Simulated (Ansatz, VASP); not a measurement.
Two plane-wave programs on Pt

File INCAR:

```
  PREC = Accurate
  ENCUT = 520
  EDIFF = 1E-6
  ISMEAR = 0
  SIGMA = 0.15
  LREAL = False
  LASPH = True
  NELM = 80
  ALGO = Fast
  ISIF = 2
  LWAVE = False
  LCHARG = True
  GGA = PS
  LELF = True
  LVHAR = True
  NBANDS = 17
```

The input KPOINTS:

```
regular mesh
0
Gamma
  24 24 14
```

The input POSCAR:

```
Pt
1.0
    2.6570403798      0.0000000000      0.0000000000
   -1.3285201899      2.3010644678      0.0000000000
    0.0000000000      0.0000000000      4.4714653493
Pt
2
Direct
    0.6666666667      0.3333333333      0.7500000000
    0.3333333333      0.6666666667      0.2500000000
```

Input for Ansatz:

```yaml
crystal:
  lattice:
    - [2.6570403798, 0.0, 0.0]
    - [-1.3285201899, 2.3010644678, 0.0]
    - [0.0, 0.0, 4.4714653493]
  atoms:
    - { symbol: Pt, position: [0.6666666667, 0.3333333333, 0.75] }
    - { symbol: Pt, position: [0.3333333333, 0.6666666667, 0.25] }
basis:
  ecutwfc: 420
kpoints:
  mp_grid: { grid: [24, 24, 14] }
hamiltonian:
  xc: pbesol
scf:
  occupations: { method: gaussian, width: 0.15 }
output:
  forces: true
  stress: true
  eigenvalues: true
```

Change from the starting cell: strain -0.025 along x and y, -0.050 along z, atoms carried along.

Alike in both runs: task single point; functional PBEsol; k mesh 24 × 24 × 14; occupations gaussian, width 0.15 eV; no spin polarisation.

|  | VASP | Ansatz |
| --- | --- | --- |
| version | VASP 6.6.1 | Ansatz 0.2.0 |
| potentials or method | VASP PAW PBE potentials, release 64 (Pt), cutoff 520 eV | scalar-relativistic, plane waves, PAW |
| valence electrons in the cell | 20 | 36 |

```tsv
	VASP	Ansatz	Ansatz less VASP
gap on the k mesh at the Fermi level (eV)	none	none	-
pressure (GPa)	37.0	37.4	+0.40
traceless stress, the component that is largest in VASP (GPa)	2.46	2.58	+0.122
```

VASP's potentials were made for PBE, not for PBEsol. A gap of «none» marks a metal or a gap that the smearing closes. Both programs put the cell under a high pressure, so it lies far from rest at this level. The functional is the same, so the differences come from potentials, cutoffs and numerics. VASP's potentials hold 20 valence electrons a cell and Ansatz's 36, so a difference there can come from the potentials and not from the codes.

Neither program's run includes spin-orbit coupling.
